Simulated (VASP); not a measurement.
Here is a VASP 6.6.1 calculation.

POSCAR

```
BeS
1.0
    0.0000000000      2.4250000000      2.4250000000
    2.4250000000      0.0000000000      2.4250000000
    2.4250000000      2.4250000000      0.0000000000
S Be
1 1
Direct
    0.7500000000      0.7500000000      0.7500000000
    0.0000000000      0.0000000000      0.0000000000
```

Contents of INCAR.step1:

```
SYSTEM = BeS
PREC     = Accurate       ! precision mode
ENCUT    = 600            ! plane-wave cutoff, eV
EDIFF    = 1E-5           ! SCF threshold, eV
ISMEAR   = -1             ! smearing method
SIGMA    = 0.05           ! smearing width, eV
LREAL    = .False.        ! projectors in reciprocal space
LASPH    = .True.         ! aspherical terms in the spheres
NELM     = 100            ! most SCF steps
ALGO     = Normal         ! electronic algorithm
LWAVE    = .True.         ! write WAVECAR
LCHARG   = .False.        ! write CHGCAR
GGA      = PE             ! functional
NBANDS   = 11             ! bands
```

File INCAR.step2:

```
SYSTEM = BeS
PREC     = Accurate       ! precision mode
ENCUT    = 600            ! plane-wave cutoff, eV
EDIFF    = 1E-6           ! SCF threshold, eV
ISMEAR   = -1             ! smearing method
SIGMA    = 0.05           ! smearing width, eV
LREAL    = .False.        ! projectors in reciprocal space
LASPH    = .True.         ! aspherical terms in the spheres
NELM     = 100            ! most SCF steps
ALGO     = Normal         ! electronic algorithm
ISIF     = 3              ! what is computed and relaxed
LWAVE    = .False.        ! write WAVECAR
LCHARG   = .False.        ! write CHGCAR
GGA      = B3             ! functional
LHFCALC  = .True.         ! exact exchange
AEXX     = 0.2            ! exact-exchange fraction
AGGAX    = 0.72         
AGGAC    = 0.81         
ALDAC    = 0.19         
PRECFOCK = Normal       
IBRION   = 2              ! ionic algorithm
NSW      = 60             ! ionic steps
EDIFFG   = -0.01          ! ionic threshold
ISTART   = 1
```

The input KPOINTS:

```
Automatic mesh
0
Gamma
  5 5 5
  0 0 0
```

Potentials or basis: VASP PAW PBE potentials, release 64 (S, Be).

The run is started by

```console
$ cat potpaw_PBE.64/S/POTCAR potpaw_PBE.64/Be/POTCAR > POTCAR
$ cp INCAR.step1 INCAR
$ mpirun -np 1 vasp_std > vasp.out
$ cp INCAR.step2 INCAR
$ mpirun -np 1 vasp_std > vasp.out
```

(1) Predict the relaxed volume.

(2) Predict the band gap on the k mesh.

(3) Estimate the relaxed cell.

(4) Estimate the space group after relaxing (to 0.05 Å).

Answers

(1) 14.65 Å³/atom.

(2) 5.09 eV, indirect (least direct gap 7.37 eV).

(3) a = 3.460 Å, b = 3.460 Å, c = 3.460 Å, α = 60.00°, β = 60.00°, γ = 60.00°.

(4) F-43m (No. 216).

Caveat: the k points lie up to 0.44 Å⁻¹ apart in the final cell; the PAW data sets were made with another functional, which shifts forces and pressure a little.
